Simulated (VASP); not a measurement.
## Ta: single point with LDA

Ta:

```xyz
4
Lattice="2.7374 0.0000 0.0000 -1.3687 2.3707 0.0000 0.0000 0.0000 9.6093" Properties=species:S:1:pos:R:3 pbc="T T T"
Ta   -1.3687    2.3707    9.6093
Ta    0.0000    0.0000    4.8047
Ta    0.0000    1.5804    2.4023
Ta    1.3687    0.7902    7.2070
```

This isn't the form of Ta at room conditions, which is bcc.

```json
{
 "Program": "VASP 6.6.1",
 "Task": "single point",
 "Functional": "LDA",
 "Potentials or basis": "VASP PAW LDA potentials, release 64 (Ta_pv)",
 "Cutoff": "520 eV",
 "k mesh": "14 × 14 × 4",
 "Occupations": "fermi-dirac, width 0.1 eV",
 "Spin": "no spin polarisation"
}
```

```yaml
Pressure: 34.9 GPa
Band_gap_on_the_k_mesh: zero (bands 22 and 23 overlap by 1.58 eV)
```

Stress tensor (GPa, compression positive):
```
34.52  0.00  0.00
 0.00 34.52  0.00
 0.00  0.00 35.59
```

Levels at points of the mesh, in eV from the Fermi level:
| k point | band 19 | band 20 | band 21 | band 22 | band 23 | band 24 | band 25 | band 26 |
| --- | --- | --- | --- | --- | --- | --- | --- | --- |
| (0.00, 0.00, 0.00) | -0.73 | 0.30 | 0.30 | 0.44 | 0.44 | 0.85 | 0.85 | 0.90 |
| (0.50, 0.00, 0.00) | -2.77 | -1.55 | -0.17 | 0.61 | 0.63 | 2.65 | 2.89 | 2.95 |
| (0.00, 0.00, 0.50) | -0.24 | -0.24 | 0.43 | 0.43 | 0.43 | 0.43 | 0.85 | 0.85 |
| (0.50, 0.00, 0.50) | -1.56 | -1.56 | 1.01 | 1.01 | 1.21 | 1.21 | 1.94 | 1.94 |

It took 2.7 min on 1 thread of Intel Xeon 8259CL, with other jobs on the host, peak memory 0.22 GiB.

Caveat: the cell stands under pressure; spin-orbit coupling is left out, which moves the levels of the heavy elements.
